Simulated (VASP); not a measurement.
# B2O (P-3m1) in VASP: further runs, part 2 of 2

VASP 6.6.1. The steps go on from the part before.

### Step 4. Relaxation of shape and atoms at fixed volume, PBE

This run uses another cell than the first one, of the same volume but with other edges.

Contents of INCAR:

```
SYSTEM = B2O
PREC = Accurate ; ENCUT = 600
EDIFF = 1E-6 ; ISMEAR = 0
SIGMA = 0.05 ; LREAL = .FALSE.
LASPH = .TRUE. ; NELM = 100
ALGO = Normal ; ISIF = 4
LWAVE = .FALSE. ; LCHARG = .FALSE.
GGA = PE ; IBRION = 2
NSW = 60 ; EDIFFG = -0.015
```

Contents of KPOINTS:

```
regular mesh
0
G
  10 10 4
  0 0 0
```

Contents of POSCAR:

```
B2O
1.0
    2.8790007788      0.0000000000      0.0000000000
   -1.4395003894      2.4932878120      0.0000000000
    0.0000000000      0.0000000000      7.0519988716
B O
4 2
Direct
    0.0000000000      0.0000000000      0.3800000000
    0.0000000000      0.0000000000      0.6200000000
    0.6666666667      0.3333333333      0.0230000000
    0.3333333333      0.6666666667      0.9770000000
    0.6666666667      0.3333333333      0.3060000000
    0.3333333333      0.6666666667      0.6940000000
```

On the command line:

```console
> cat potpaw_PBE.64/B/POTCAR potpaw_PBE.64/O/POTCAR > POTCAR
> mpirun -np 1 vasp_std > vasp.out
```

Run time: 9.6 min. Hardware: 1 thread of Intel Xeon Platinum 8259CL at 2.50GHz (Skylake/Cascade Lake), shared host; peak memory 0.2 GiB.

Results (log left out):

| Property | Result |
| --- | --- |
| Free energy | -39.4818 eV |
| Energy gained by relaxing | 304.7 meV/atom |
| Ionic steps | 21 |
| Pressure after relaxing | 3.6 GPa |
| Largest force after relaxing | 0.010 eV/Å |
| Band gap on the k mesh | zero (bands 12 and 13 overlap by 4.27 eV) |

Forces on the atoms (eV/Å):
```
B    0.000  0.000  0.003
B    0.000  0.000 -0.003
B    0.000  0.000  0.002
B    0.000  0.000 -0.002
O    0.000  0.000  0.010
O    0.000  0.000 -0.010
```

Stress tensor (GPa, compression positive):
```
3.56 0.00 0.00
0.00 3.56 0.00
0.00 0.00 3.65
```

Step by step:
```csv
step,energy change (eV),largest force (eV/Å),pressure (GPa),volume (Å³)
1,0.0000,0.1724,-19.26,50.62
2,-0.3699,0.6447,-18.49,50.62
3,-0.7144,3.0301,-8.79,50.62
4,-0.7735,2.2068,-13.28,50.62
5,-1.0555,2.0292,-8.88,50.62
6,-1.1492,2.1791,10.14,50.62
7,-1.3011,1.4416,-0.40,50.62
8,-1.5768,1.0122,0.89,50.62
9,-1.7571,0.7634,4.88,50.62
10,-1.7605,0.4244,4.03,50.62
11,-1.7610,0.4574,4.25,50.62
12,-1.7806,0.3970,4.74,50.62
13,-1.7812,0.2828,4.67,50.62
14,-1.7989,0.1804,4.23,50.62
15,-1.8240,0.2666,2.71,50.62
16,-1.8144,0.4180,3.01,50.62
17,-1.8262,0.1989,2.80,50.62
18,-1.8283,0.0639,3.74,50.62
19,-1.8284,0.0449,3.57,50.62
20,-1.8283,0.0560,3.68,50.62
21,-1.8284,0.0104,3.59,50.62
```

Final structure:
```cif
data_structure
_symmetry_space_group_name_H-M 'P 1'
_symmetry_Int_Tables_number 1
_cell_length_a 2.5521
_cell_length_b 2.5521
_cell_length_c 8.9742
_cell_angle_alpha 90.000
_cell_angle_beta 90.000
_cell_angle_gamma 120.000
_cell_volume 50.62
loop_
_atom_site_label
_atom_site_type_symbol
_atom_site_fract_x
_atom_site_fract_y
_atom_site_fract_z
_atom_site_occupancy
B1 B 0.00000 0.00000 0.40330 1
B2 B 0.00000 0.00000 0.59670 1
B3 B 0.66667 0.33333 0.02983 1
B4 B 0.33333 0.66667 0.97017 1
O1 O 0.66667 0.33333 0.34220 1
O2 O 0.33333 0.66667 0.65780 1
```

Levels at points of the mesh, in eV from the Fermi level:
```csv
k point,band 8,band 9,band 10,band 11,band 12,band 13,band 14,band 15,band 16
"(0.00, 0.00, 0.00)",-6.15,-6.15,-4.14,-2.47,3.53,3.53,3.95,4.01,5.27
"(0.50, 0.00, 0.00)",-7.47,-6.86,-6.73,-3.73,-0.21,0.89,1.70,3.39,4.41
"(0.00, 0.00, 0.50)",-6.15,-6.15,-5.00,-1.79,3.35,3.53,3.53,4.57,5.08
"(0.50, 0.00, 0.50)",-7.41,-6.89,-6.82,-3.67,-0.21,0.70,2.18,2.95,4.50
```

Caveat: a cell axis changed by over 15 % at a fixed basis, so the end point is rough.

### Step 5. Single point, PBE

Contents of INCAR:

```
SYSTEM = B2O
  PREC = Accurate
  ENCUT = 520
  EDIFF = 1E-6
  ISMEAR = 0
  SIGMA = 0.05
  LREAL = .FALSE.
  LASPH = .TRUE.
  NELM = 60
  ALGO = Normal
  ISIF = 2
  LWAVE = .FALSE.
  LCHARG = .TRUE.
  GGA = PE
  LELF = .TRUE.
  LVHAR = .TRUE.
  ISYM = 0
  NBANDS = 21
```

Contents of KPOINTS:

```
Automatic mesh
0
G
  10 10 4
  0 0 0
```

Contents of POSCAR:

```
B2O
1.0
    2.5371676717      0.0000000000      0.0000000000
   -1.2685838359      2.1972516574      0.0000000000
    0.0000000000      0.0000000000      9.0802427866
B O
4 2
Direct
    0.0000000000      0.0000000000      0.4043075611
    0.0000000000      0.0000000000      0.5956924389
    0.6666666667      0.3333333333      0.0305207127
    0.3333333333      0.6666666667      0.9694792873
    0.6666666667      0.3333333333      0.3435238880
    0.3333333333      0.6666666667      0.6564761120
```

Potentials or basis: VASP PAW PBE potentials, release 64 (B, O).

On the command line:

```console
> cat potpaw_PBE.64/B/POTCAR potpaw_PBE.64/O/POTCAR > POTCAR
> mpirun -np 1 vasp_std > vasp.out
```

OUTCAR:

```text
SYSTEM = B2O
   PREC = Accurate
   ENCUT = 520
   EDIFF = 1E-6
   ISMEAR = 0
   LREAL = .FALSE.
   LASPH = .TRUE.
   NELM = 60
   ISIF = 2
   GGA = PE
   ISYM = 0

 ion  position               nearest neighbor table
   1  0.000  0.000  0.404-   5 1.57   5 1.57   5 1.57   2 1.74
   2  0.000  0.000  0.596-   6 1.57   6 1.57   6 1.57   1 1.74
   3  0.667  0.333  0.031-   4 1.57   4 1.57   4 1.57
   4  0.333  0.667  0.969-   3 1.57   3 1.57   3 1.57
   5  0.667  0.333  0.344-   1 1.57   1 1.57   1 1.57
   6  0.333  0.667  0.656-   2 1.57   2 1.57   2 1.57

IMPORTANT INFORMATION: All symmetrisations will be switched off!
NOSYMM: (Re-)initialisation of all symmetry stuff for point group C_1.

----------------------------------------------------------------------------------------

                                     Primitive cell

  volume of cell :      50.6205

  direct lattice vectors                    reciprocal lattice vectors
     2.537167672  0.000000000  0.000000000     0.394140289  0.227557002  0.000000000
    -1.268583836  2.197251657  0.000000000     0.000000000  0.455114004  0.000000000
     0.000000000  0.000000000  9.080242787     0.000000000  0.000000000  0.110129214
[... 139 lines left out ...]

 E-fermi :   5.4150     XC(G=0): -10.6765

 val. band max:        5.2059938860   @ k =   0.5000   0.5000   0.5000
 cond. band min:       5.4491190180   @ k =   0.0000   0.4000   0.0000
 fundamental gap:      0.2431251320
 Fermi energy:         5.4150139901

 k-point     1 :       0.0000    0.0000    0.0000
  band No.  band energies     occupation
      1     -19.5273      2.00000
      2     -18.9806      2.00000
      3      -7.7425      2.00000
      4      -6.2960      2.00000
      5      -2.2904      2.00000
      6      -0.9492      2.00000
[... 565 lines left out ...]
     20      15.5789      0.00000
     21      15.9416      0.00000

 [... further k-points ...]
[... 5 lines left out ...]
  --------------------------------------------------------------------------------------
  -------------------------------------------------------------------------------------
  Total        2.0043280      2.0043210      1.7960968     -0.0000063      0.0000009     -0.0000003
  in kB       63.4385054     63.4382845     56.8478313     -0.0001988      0.0000275     -0.0000111
  external PRESSURE =      61.2415404 kB  Pullay stress =       0.0000000 kB

 VOLUME and BASIS-vectors are now :
 -----------------------------------------------------------------------------
  energy-cutoff  :      520.00
  volume of cell :       50.62
      direct lattice vectors                 reciprocal lattice vectors
     2.537167672  0.000000000  0.000000000     0.394140289  0.227557002  0.000000000
    -1.268583836  2.197251657  0.000000000     0.000000000  0.455114004  0.000000000
     0.000000000  0.000000000  9.080242787     0.000000000  0.000000000  0.110129214

 POSITION                                       TOTAL-FORCE (eV/Angst)
 -----------------------------------------------------------------------------------
      0.00000      0.00000      3.67121         0.000000     -0.000000     -0.006101
      0.00000      0.00000      5.40903        -0.000000      0.000000      0.006100
      1.26858      0.73242      0.27714         0.000000      0.000001      0.008412
     -0.00000      1.46483      8.80311        -0.000000     -0.000001     -0.008413
      1.26858      0.73242      3.11928        -0.000001      0.000001     -0.004627
     -0.00000      1.46483      5.96096         0.000001     -0.000001      0.004629
 -----------------------------------------------------------------------------------
    total drift:                               -0.000000      0.000000      0.000004

  FREE ENERGIE OF THE ION-ELECTRON SYSTEM (eV)
  ---------------------------------------------------
  free  energy   TOTEN  =       -39.5064994103 eV

  energy  without entropy=      -39.5054393844  energy(sigma->0) =      -39.50596940
```

Wall time 4.2 min (1 thread of Intel Xeon Platinum 8259CL at 2.50GHz (Skylake/Cascade Lake), shared host); peak memory 0.29 GiB.

Results:

```
Free energy            : -39.5065 eV
Pressure               : 6.1 GPa
Largest force          : 0.008 eV/Å
Band gap on the k mesh : zero (bands 12 and 13 overlap by 4.45 eV)
```

Forces on the atoms (eV/Å):
```
B    0.000  0.000 -0.006
B    0.000  0.000  0.006
B    0.000  0.000  0.008
B    0.000  0.000 -0.008
O    0.000  0.000 -0.005
O    0.000  0.000  0.005
```

Caveat: the cell stands under pressure.

### Step 6. Summary

```csv
task,cell,k mesh,cutoff (eV),gap on the mesh (eV),pressure (GPa),largest force (eV/Å)
single point,"a = 2.537, b = 2.537, c = 9.080 Å, angles 90.0, 90.0, 120.0°, 6 atoms, atomic positions A",8 × 8 × 2,520,none,6.2,0.22
single point,"a = 2.537, b = 2.537, c = 9.080 Å, angles 90.0, 90.0, 120.0°, 6 atoms, atomic positions A",10 × 10 × 4,520,none,6.1,0.01
relaxation of shape and atoms at fixed volume,"relaxed from a = 2.879, b = 2.879, c = 7.052 Å, angles 90.0, 90.0, 120.0°, 6 atoms, atomic positions B",10 × 10 × 4,600,none,3.6,0.01
```

Alike in all rows: level PBE; potentials or basis VASP PAW PBE potentials, release 64 (B, O); no spin polarisation; smearing gaussian 0.05 eV.

Caveats: the cell stands under pressure (at least some runs); a cell axis changed by over 15 % at a fixed basis, so the end point is rough (at least some runs).

Total energies depend on the potentials used, so only differences within one code and one set of settings carry meaning.

The gap in the log of VASP goes by the Fermi energy; the results here count the filled bands.